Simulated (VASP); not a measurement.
Here is a VASP 6.6.1 calculation.

The input INCAR:

```
SYSTEM = La
PREC     = Accurate       ! precision mode
ENCUT    = 520            ! plane-wave cutoff, eV
EDIFF    = 1E-6           ! SCF threshold, eV
ISMEAR   = -1             ! smearing method
SIGMA    = 0.1            ! smearing width, eV
LREAL    = .False.        ! projectors in reciprocal space
LASPH    = .True.         ! aspherical terms in the spheres
NELM     = 80             ! most SCF steps
ALGO     = Normal         ! electronic algorithm
ISIF     = 2              ! what is computed and relaxed
LWAVE    = .False.        ! write WAVECAR
LCHARG   = .False.        ! write CHGCAR
GGA      = PE             ! functional
NBANDS   = 30             ! bands
```

The input KPOINTS:

```
Automatic mesh
0
Gamma
  4 4 1
  0 0 0
```

File POSCAR:

```
La
1.0
    3.7726980145      0.0000000000      0.0000000000
   -1.8863490072      3.2672523214      0.0000000000
    0.0000000000      0.0000000000     12.1127038589
La
4
Direct
    0.0000000000      0.0000000000      0.0000000000
    0.0000000000      1.0000000000      0.5000000000
    0.3333333333      0.6666666667      0.7500000000
    0.6666666667      0.3333333333      0.2500000000
```

Potentials or basis: VASP PAW PBE potentials, release 64 (La).

Launch:

```bash
$ cat potpaw_PBE.64/La/POTCAR > POTCAR
$ mpirun -np 1 vasp_std > vasp.out
```

(1) Estimate the pressure.

(2) What does it give for the band gap on the k mesh?

Results:

(1) 0.7 GPa.

(2) zero (bands 22 and 23 overlap by 0.82 eV).

Caveat: the k points lie up to 0.52 Å⁻¹ apart, too coarse for converged energies and pressures of a metal; spin-orbit coupling is left out, which moves the levels of the heavy elements.
